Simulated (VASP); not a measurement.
# BW16 (a cell with a defect) in VASP: a series of runs

Runs on BW16 (a cell with a defect). Level: LDA. Tasks: single point.

All numbers are computed with VASP 6.6.1; they aren't measurements. Logs are shortened: lines on timing, memory, paths and dates and some standing lists are left out, and cuts for length are marked.

## 1. The cell of the first run

The cell holds a defect, 17 atoms: a = 6.320 Å, b = 6.320 Å, c = 6.320 Å, α = 90.00°, β = 90.00°, γ = 90.00°.

## 2. Single point, LDA

INCAR reads:

```
  ALGO = Normal
  EDIFF = 1E-6
  ENCUT = 520
  GGA = CA
  ISIF = 2
  ISMEAR = -1
  LASPH = T
  LCHARG = T
  LELF = T
  LREAL = Auto
  LVHAR = T
  LWAVE = F
  NBANDS = 128
  NELM = 100
  PREC = Accurate
  SIGMA = 0.15
```

KPOINTS reads:

```
k-points
0
Gamma
  2 2 2
```

POSCAR reads:

```
BW16
1.0
    6.3200000000      0.0000000000      0.0000000000
    0.0000000000      6.3200000000      0.0000000000
    0.0000000000      0.0000000000      6.3200000000
W B
16 1
Direct
    0.0220253165     -0.0182436709     -0.0579272152
    0.5040664557     -0.0077373418     -0.0052056962
    0.0273734177      0.4986867089     -0.0050474684
   -0.0613924051      0.0445727848      0.5638291139
    0.2457594937      0.2409651899      0.2334018987
    0.4906645570      0.5314082278      0.0106803797
    0.5145569620      0.0280537975      0.4737500000
    0.7547784810      0.2686867089      0.2287500000
    0.0107436709      0.4985917722      0.5018354430
    0.2381170886      0.7580379747      0.2829588608
    0.2590822785      0.2584335443      0.7287816456
    0.5155854430      0.5017563291      0.4902531646
    0.7499683544      0.7598575949      0.2692405063
    0.7299050633      0.2723734177      0.8015981013
    0.2791455696      0.7355379747      0.7203797468
    0.7345411392      0.7393670886      0.7622626582
   -0.0140822785     -0.0071677215      0.2409651899
```

Potentials or basis: VASP PAW LDA potentials, release 64 (W_sv, B).

The run is started by

```
$ cat potpaw_LDA.64/W_sv/POTCAR potpaw_LDA.64/B/POTCAR > POTCAR
$ mpirun -np 1 vasp_std > vasp.out
```

OUTCAR:

```text
EDIFF = 1E-6
   ENCUT = 520
   GGA = CA
   ISIF = 2
   ISMEAR = -1
   LASPH = T
   LREAL = Auto
   NELM = 100
   PREC = Accurate

 ion  position               nearest neighbor table
   1  0.022  0.982  0.942-  17 1.90   4 2.48  16 2.63  15 2.65  11 2.67  14 2.75   5 2.84  10 2.92
                            13 3.03   2 3.07   8 3.07   3 3.07   3 3.28   2 3.29
   2  0.504  0.992  0.995-  14 2.58  16 2.61   5 2.72  13 2.75  15 2.77   8 2.78  11 2.84  10 2.89
                             6 2.92   7 3.04   1 3.07   1 3.29   7 3.30   6 3.41
   3  0.027  0.499  0.995-   5 2.61  14 2.66   8 2.70  11 2.70  10 2.79  15 2.79  16 2.81   6 2.94
                            13 2.97   1 3.07   9 3.12   9 3.21   1 3.28   6 3.40
   4  0.939  0.045  0.564-  17 2.09  14 2.46   1 2.48  16 2.64  11 2.65   7 2.74   8 2.80  13 2.85
                             9 2.93  15 3.07   5 3.11  10 3.16
   5  0.246  0.241  0.233-  17 2.27   3 2.61   7 2.65   2 2.72   9 2.78   6 2.78   1 2.84  12 2.87
                            10 3.07   8 3.11   4 3.11  11 3.13  11 3.19   8 3.22  10 3.28
   6  0.491  0.531  0.011-  16 2.56  14 2.59  15 2.61  13 2.73   8 2.73  10 2.75   5 2.78  11 2.88
                             2 2.92   3 2.94  12 3.04  12 3.30   3 3.40   2 3.41
   7  0.515  0.028  0.474-  13 2.60   5 2.65   8 2.65  11 2.71  10 2.72   4 2.74  15 2.84  14 2.92
                            16 2.93  12 3.00   2 3.04   2 3.30  12 3.33
   8  0.755  0.269  0.229-  17 2.28   7 2.65  12 2.68   3 2.70  14 2.70   6 2.73   9 2.78   2 2.78
                             4 2.80   1 3.07   5 3.11  13 3.11   5 3.22  13 3.23
   9  0.011  0.499  0.502-  10 2.58  11 2.61  15 2.65  13 2.76   8 2.78   5 2.78  16 2.84   4 2.93
                            14 2.96   3 3.12  12 3.13  12 3.19   3 3.21
  10  0.238  0.758  0.283-  17 2.19   9 2.58  12 2.72   7 2.72   6 2.75  15 2.78   3 2.79   2 2.89
                             1 2.92   5 3.07  13 3.09   4 3.16  13 3.24   5 3.28
  11  0.259  0.258  0.729-   9 2.61   4 2.65   1 2.67  12 2.70   3 2.70   7 2.71   2 2.84   6 2.88
                            14 3.01  15 3.02   5 3.13   5 3.19  15 3.31  14 3.38
  12  0.516  0.502  0.490-  15 2.56  13 2.61  16 2.67   8 2.68  11 2.70  10 2.72  14 2.79   5 2.87
                             7 3.00   6 3.04   9 3.13   9 3.19   6 3.30   7 3.33
  13  0.750  0.760  0.269-  17 2.10   7 2.60  12 2.61   6 2.73   2 2.75   9 2.76   4 2.85   3 2.97
                             1 3.03  10 3.09   8 3.11  16 3.12  16 3.21   8 3.23  10 3.24
  14  0.730  0.272  0.802-   4 2.46   2 2.58   6 2.59   3 2.66   8 2.70   1 2.75  12 2.79   7 2.92
                            16 2.96   9 2.96  11 3.01  11 3.38  16 3.38
  15  0.279  0.736  0.720-  12 2.56   6 2.61   1 2.65   9 2.65   2 2.77  10 2.78   3 2.79   7 2.84
                            16 2.89  11 3.02   4 3.07  11 3.31  16 3.45
  16  0.735  0.739  0.762-   6 2.56   2 2.61   1 2.63   4 2.64  12 2.67   3 2.81   9 2.84  15 2.89
                             7 2.93  14 2.96  13 3.12  13 3.21  14 3.38  15 3.45
  17  0.986  0.993  0.241-   1 1.90   4 2.09  13 2.10  10 2.19   5 2.27   8 2.28

  LATTYP: Found a simple cubic cell.
 ALAT       =     6.3200000000

  Lattice vectors:

 A1 = (   6.3200000000,   0.0000000000,   0.0000000000)
 A2 = (   0.0000000000,   6.3200000000,   0.0000000000)
 A3 = (   0.0000000000,   0.0000000000,   6.3200000000)

Analysis of symmetry for initial positions (statically):
=====================================================================
 Subroutine PRICEL returns:
 Original cell was already a primitive cell.

 Routine SETGRP: Setting up the symmetry group for a
 simple cubic supercell.

 Subroutine GETGRP returns: Found  1 space group operations
 (whereof  1 operations were pure point group operations)
 out of a pool of 48 trial point group operations.

The static configuration has the point symmetry C_1 .

Analysis of symmetry for dynamics (positions and initial velocities):
=====================================================================
 Subroutine PRICEL returns:
 Original cell was already a primitive cell.

 Routine SETGRP: Setting up the symmetry group for a
 simple cubic supercell.

 Subroutine GETGRP returns: Found  1 space group operations
 (whereof  1 operations were pure point group operations)
 out of a pool of 48 trial point group operations.

The dynamic configuration has the point symmetry C_1 .

 Subroutine INISYM returns: Found  1 space group operations
 (whereof  1 operations are pure point group operations),
 and found     1 'primitive' translations

----------------------------------------------------------------------------------------

                                     Primitive cell

  volume of cell :     252.4360

[... 59 lines left out ...]
     0.000000000  0.079113924  0.000000000     0.000000000  0.500000000  0.000000000
     0.000000000  0.000000000  0.079113924     0.000000000  0.000000000  0.500000000

  Length of vectors
     0.079113924  0.079113924  0.079113924

  Shift w.r.t. Gamma in fractional coordinates (k-lattice)
     0.000000000  0.000000000  0.000000000

 Subroutine IBZKPT returns following result:
 ===========================================

 Found      8 irreducible k-points:

 Following reciprocal coordinates:
            Coordinates               Weight
  0.000000  0.000000  0.000000      1.000000
  0.500000  0.000000  0.000000      1.000000
  0.000000  0.500000  0.000000      1.000000
  0.000000  0.000000  0.500000      1.000000
  0.500000  0.500000  0.000000      1.000000
  0.000000  0.500000  0.500000      1.000000
  0.500000  0.000000  0.500000      1.000000
  0.500000  0.500000  0.500000      1.000000
   k-points           NKPTS =      8   k-points in BZ     NKDIM =      8   number of bands    NBANDS=    128
   number of dos      NEDOS =    301   number of ions     NIONS =     17
   total plane-waves  NPLWV = 110592
   dimension x,y,z NGX =    48 NGY =   48 NGZ =   48
   dimension x,y,z NGXF=    96 NGYF=   96 NGZF=   96
   ions per type =              16   1
   NGX,Y,Z   is equivalent  to a cutoff of  12.63, 12.63, 12.63 a.u.
   NGXF,Y,Z  is equivalent  to a cutoff of  25.25, 25.25, 25.25 a.u.
 SYSTEM =  unknown system
   PREC   = accura    normal or accurate (medium, high low for compatibility)
   ISTART =      0    job   : 0-new  1-cont  2-samecut
   ICHARG =      2    charge: 1-file 2-atom 10-const
   ISPIN  =      1    spin polarized calculation?
   LNONCOLLINEAR =      F non collinear calculations
   LSORBIT =      F    spin-orbit coupling
   LASPH  =      T    aspherical Exc in radial PAW
   ENCUT  =  520.0 eV  38.22 Ry    6.18 a.u.  11.75 11.75 11.75*2*pi/ulx,y,z
   NELM   =    100;   NELMIN=  2; NELMDL= -5     # of ELM steps
   EDIFF  = 0.1E-05   stopping-criterion for ELM
   LREAL  =      T    real-space projection
   EDIFFG = 0.1E-04   stopping-criterion for IOM
   NSW    =      0    number of steps for IOM
   IBRION =     -1    ionic relax: 0-MD 1-quasi-New 2-CG
   NFREE  =      0    steps in history (QN), initial steepest desc. (CG)
   ISIF   =      2    stress and relaxation
   ISYM   =      2    0-nonsym 1-usesym 2-fastsym
   POTIM  = 0.5000    time-step for ionic-motion
   TEBEG  =    0.0;   TEEND  =   0.0 temperature during run
   PSTRESS=    0.0 pullay stress
   NELECT =     227.0000    total number of electrons
   NUPDOWN=      -1.0000    fix difference up-down
   EMIN   =  10.00;   EMAX   =-10.00  energy-range for DOS
   EFERMI =   0.00;   METHOD = LEGACY
   ISMEAR =    -1;   SIGMA  =   0.15  broadening in eV -4-tet -1-fermi 0-gaus
   EFERMI_NEDOS =   21; number of points for ismear=-14 and -15
   IALGO  =     38    algorithm
   IMIX   =      4    mixing-type and parameters
     AMIX     =   0.40;   BMIX     =  1.00
     AMIX_MAG =   1.60;   BMIX_MAG =  1.00
  volume/ion in A,a.u.               =      14.85       100.21
  Fermi-wavevector in a.u.,A,eV,Ry     =   1.580155  2.986060 33.972251  2.496890
  Thomas-Fermi vector in A             =   2.680426
   LORBIT       =      0    0 simple, 1 ext, 2 COOP (PROOUT), +10 PAW based schemes
   GGA     = CA    functional components
   LHFCALC =     F    Hartree Fock is set to
   AEXX    =    0.0000 exact exchange contribution
   IVDW    =     0    specifies the selected vdW correction
   LEPSILON=     F    determine dielectric tensor
   LRPA    =     F    only Hartree local field effects (RPA)
 non-spin polarized calculation
  energy-cutoff  :      520.00
  volume of cell :      252.44
 maximum number of plane-waves:      6859
 NGX is ok and might be reduce to    48
   NGX = 23   NGY = 23   NGZ = 23

 number of electron     227.0000003 magnetization

 Free energy of the ion-electron system (eV)
  ---------------------------------------------------
  ext. energy  EPLUGINS =         0.00000000
  ---------------------------------------------------
  free energy    TOTEN  =      -228.07910675 eV

  energy without entropy =     -227.35319465  energy(sigma->0) =     -227.71615070

 E-fermi :  11.5095     XC(G=0): -13.9246

 val. band max:       11.5002167930   @ k =   0.5000   0.0000   0.0000
 cond. band min:      11.5310113871   @ k =   0.0000   0.5000   0.5000
 fundamental gap:      0.0307945941
 Fermi energy:        11.5095418135

 k-point     1 :       0.0000    0.0000    0.0000
  band No.  band energies     occupation
      1     -62.0381      2.00000
      2     -61.9791      2.00000
      3     -61.9460      2.00000
      4     -61.9035      2.00000
      5     -61.8864      2.00000
      6     -61.8751      2.00000
[... 1013 lines left out ...]
    124      13.4575      0.00000
    125      13.5007      0.00000
 [bands above 125 left out]

------------------------ aborting loop because EDIFF is reached ----------------------------------------

  FORCE on cell =-STRESS in cart. coord.  units (eV):
  Direction    XX          YY          ZZ          XY          YZ          ZX
  --------------------------------------------------------------------------------------
  -------------------------------------------------------------------------------------
  Total       10.6728491     10.0508162     27.8045529      2.0249965     -1.3792835      0.7128479
  in kB       67.7391459     63.7911862    176.4717787     12.8523818     -8.7541278      4.5243500
  external PRESSURE =     102.6673703 kB  Pullay stress =       0.0000000 kB

 VOLUME and BASIS-vectors are now :
 -----------------------------------------------------------------------------
  energy-cutoff  :      520.00
  volume of cell :      252.44
      direct lattice vectors                 reciprocal lattice vectors
     6.320000000  0.000000000  0.000000000     0.158227848  0.000000000  0.000000000
     0.000000000  6.320000000  0.000000000     0.000000000  0.158227848  0.000000000
     0.000000000  0.000000000  6.320000000     0.000000000  0.000000000  0.158227848

 POSITION                                       TOTAL-FORCE (eV/Angst)
 -----------------------------------------------------------------------------------
      0.13920      6.20470      5.95390        -0.156262     -0.057197     -0.568615
      3.18570      6.27110      6.28710        -1.268521      0.776749      0.123628
      0.17300      3.15170      6.28810        -1.154727      1.262333      0.168399
      5.93200      0.28170      3.56340         2.424929     -1.155612     -3.222686
      1.55320      1.52290      1.47510        -0.052259      0.238810      0.778963
      3.10100      3.35850      0.06750         0.183270     -2.286015      0.173159
[... 9 lines left out ...]
      4.64230      4.67280      4.81750         1.235334      0.019407     -0.506464
      6.23100      6.27470      1.52290         0.881413      1.348674      2.976702
 -----------------------------------------------------------------------------------
    total drift:                                0.001447      0.001908     -0.005532

  FREE ENERGIE OF THE ION-ELECTRON SYSTEM (eV)
  ---------------------------------------------------
  free  energy   TOTEN  =      -228.0791067499 eV

  energy  without entropy=     -227.3531946507  energy(sigma->0) =     -227.71615070
```

It took 6.8 min on 1 thread of Intel Xeon Platinum 8488C (Sapphire Rapids), shared host; peak memory 0.36 GiB.

What came out:

```
Free energy            : -228.0791 eV
Pressure               : 10.3 GPa
Largest force          : 4.195 eV/Å
Band gap on the k mesh : zero (an odd number of electrons rules out a gap without spin polarisation)
```

Forces on the atoms (eV/Å):
```
W   -0.156 -0.057 -0.569
W   -1.269  0.777  0.124
W   -1.155  1.262  0.168
W    2.425 -1.156 -3.223
W   -0.052  0.239  0.779
W    0.183 -2.286  0.173
W   -1.243 -0.904  2.039
W    0.649 -0.781  1.346
W   -1.389 -0.248  0.037
W    0.519  0.299 -2.057
W    1.360  0.188  0.951
W   -0.526 -0.259  0.511
W    0.553 -0.881 -1.455
W   -0.375  0.771 -2.330
W   -1.642  1.667  1.035
W    1.235  0.019 -0.506
B    0.881  1.349  2.977
```

Stress tensor (GPa, compression positive):
```
 6.77  1.29  0.45
 1.29  6.38 -0.88
 0.45 -0.88 17.65
```

Caveat: the k points lie up to 0.50 Å⁻¹ apart, too coarse for converged energies and pressures of a metal; spin-orbit coupling is left out, which moves the levels of the heavy elements.

## 3. Single point, LDA

INCAR reads:

```
PREC = Accurate
ENCUT = 520
EDIFF = 1E-6
ISMEAR = -1
SIGMA = 0.15
LREAL = Auto
LASPH = True
NELM = 60
ALGO = Normal
ISIF = 2
LWAVE = False
LCHARG = False
GGA = CA
NBANDS = 128
```

KPOINTS reads:

```
Automatic mesh
0
Gamma
  2 2 2
```

POSCAR reads:

```
BW16
1.0
    6.3200000000      0.0000000000      0.0000000000
    0.0000000000      6.3200000000      0.0000000000
    0.0000000000      0.0000000000      6.3200000000
W B
16 1
Direct
    0.0158386076      0.0047784810     -0.0470727848
    0.4950791139      0.0021360759     -0.0024841772
    0.0144778481      0.5190348101      0.0003322785
   -0.0198734177      0.0203797468      0.5481170886
    0.2512183544      0.2541455696      0.2628322785
    0.4997626582      0.5051898734     -0.0043987342
    0.4990664557      0.0046835443      0.5031170886
    0.7571677215      0.2517088608      0.2522468354
   -0.0127373418      0.5041613924      0.4995094937
    0.2580379747      0.7595569620      0.2421518987
    0.2635443038      0.2658386076      0.7560284810
    0.5007753165      0.4887341772      0.4888449367
    0.7647468354      0.7501424051      0.2457911392
    0.7338132911      0.2748417722      0.7715664557
    0.2480696203      0.7541772152      0.7323734177
    0.7442088608      0.7498101266      0.7505379747
    0.0146360759      0.0108702532      0.2414240506
```

Potentials or basis: VASP PAW LDA potentials, release 64 (W_sv, B).

The run is started by

```
$ cat potpaw_LDA.64/W_sv/POTCAR potpaw_LDA.64/B/POTCAR > POTCAR
$ mpirun -np 1 vasp_std > vasp.out
```

Wall time 6.8 min (1 thread of Intel Xeon Platinum 8488C (Sapphire Rapids), shared host); peak memory 0.36 GiB.

The run converged. Its results:

* Free energy: -230.3002 eV
* Pressure: 6.8 GPa
* Largest force: 3.639 eV/Å
* Band gap on the k mesh: zero (an odd number of electrons rules out a gap without spin polarisation)

Forces on the atoms (eV/Å):
```
W   -1.218  0.452 -3.264
W    1.066  0.237  0.123
W   -0.910 -1.254 -0.369
W    0.544 -0.202  0.062
W    0.044  0.194 -0.949
W    0.173  0.746  1.058
W    0.362 -0.415 -0.243
W   -0.381 -0.140 -0.413
W    1.298  0.302  0.402
W   -0.374 -0.227  0.862
W   -0.703  0.273 -0.613
W   -0.020  2.103  0.748
W   -0.886  1.028  0.197
W    1.168 -1.104 -1.126
W    1.472 -1.121  0.204
W   -0.915 -0.256 -0.192
B   -0.720 -0.616  3.513
```

Stress tensor (GPa, compression positive):
```
 1.33  0.25 -0.55
 0.25  1.50  0.62
-0.55  0.62 17.61
```

Levels at points of the mesh, in eV from the Fermi level:
| k point | band 110 | band 111 | band 112 | band 113 | band 114 | band 115 | band 116 | band 117 | band 118 | band 119 |
| --- | --- | --- | --- | --- | --- | --- | --- | --- | --- | --- |
| (0.00, 0.00, 0.00) | -0.39 | -0.36 | -0.25 | 0.37 | 0.49 | 0.69 | 0.76 | 0.79 | 0.89 | 0.92 |
| (0.50, 0.00, 0.00) | -0.80 | -0.77 | -0.49 | -0.19 | -0.10 | 0.15 | 0.53 | 0.79 | 0.85 | 0.92 |
| (0.00, 0.50, 0.00) | -0.85 | -0.82 | -0.46 | -0.24 | -0.03 | 0.10 | 0.54 | 0.80 | 0.82 | 0.90 |
| (0.00, 0.00, 0.50) | -0.82 | -0.65 | -0.39 | -0.27 | -0.05 | 0.49 | 0.79 | 0.98 | 1.04 | 1.13 |
| (0.50, 0.50, 0.00) | -0.56 | -0.49 | -0.45 | -0.32 | -0.27 | 0.13 | 0.22 | 0.35 | 0.90 | 1.17 |
| (0.00, 0.50, 0.50) | -0.99 | -0.84 | -0.68 | -0.30 | -0.04 | 0.01 | 0.23 | 0.66 | 0.87 | 1.33 |
| (0.50, 0.00, 0.50) | -1.01 | -0.75 | -0.65 | -0.43 | 0.03 | 0.04 | 0.13 | 0.69 | 0.94 | 1.25 |
| (0.50, 0.50, 0.50) | -2.50 | -2.42 | -2.37 | -0.84 | 1.61 | 1.72 | 1.79 | 1.81 | 1.90 | 1.93 |

Caveat: the k points lie up to 0.50 Å⁻¹ apart, too coarse for converged energies and pressures of a metal; spin-orbit coupling is left out, which moves the levels of the heavy elements.
